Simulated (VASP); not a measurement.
Here is a VASP 6.6.1 calculation.

Contents of INCAR:

```
PREC = Accurate ; ENCUT = 520
EDIFF = 1E-6 ; ISMEAR = -1
SIGMA = 0.05 ; LREAL = Auto
LASPH = T ; NELM = 80
ALGO = Normal ; ISIF = 2
LWAVE = F ; LCHARG = F
GGA = PS ; NBANDS = 38
```

Contents of KPOINTS:

```
Automatic mesh
0
Gamma
  4 4 4
  0.5 0.5 0.5
```

Contents of POSCAR:

```
Al
1.0
   -4.0479600000     -4.0479600000      4.0479600000
    4.0479600000     -4.0479600000     -4.0479600000
    4.0479600000      4.0479600000      4.0479600000
Al
16
Direct
    0.2544652121      0.7543428048      0.0032751065
   -0.0001854020      0.7544683001      0.2455683851
    0.4996268491      0.5073854485     -0.0024890315
    0.2445608405      0.5008306653      0.2468312434
   -0.0123916738      0.5067702003      0.5089905780
    0.7451354509      0.7419111108      0.4894576527
    0.4976536329      0.7658901027      0.7670210427
   -0.0038980128     -0.0239793624     -0.0010826441
    0.7531706094      0.2203475331     -0.0226609206
    0.5000314973      0.2421643247      0.2439105129
    0.2646624473      0.2596809257      0.5141841817
    0.0074743822      0.2544282799      0.7465129349
    0.7498309025      0.5033856560      0.7571634848
    0.7697711934      0.0148752705      0.2635854850
    0.4924721341     -0.0038872667      0.4929117383
    0.2376201840      0.0013861303      0.7468201267
```

Potentials or basis: VASP PAW PBE potentials, release 64 (Al).

The run is started by

```bash
$ cat potpaw_PBE.64/Al/POTCAR > POTCAR
$ mpirun -np 1 vasp_std > vasp.out
```

(1) Predict the pressure.

(2) What does it give for the largest force?

(3) Predict the band gap on the k mesh.

## Answers

(1) -1.1 GPa.

(2) 0.919 eV/Å.

(3) zero (bands 24 and 25 overlap by 1.08 eV).

Caveat: the atoms stand as in a frame of molecular dynamics; the PAW data sets were made with another functional, which shifts forces and pressure a little.
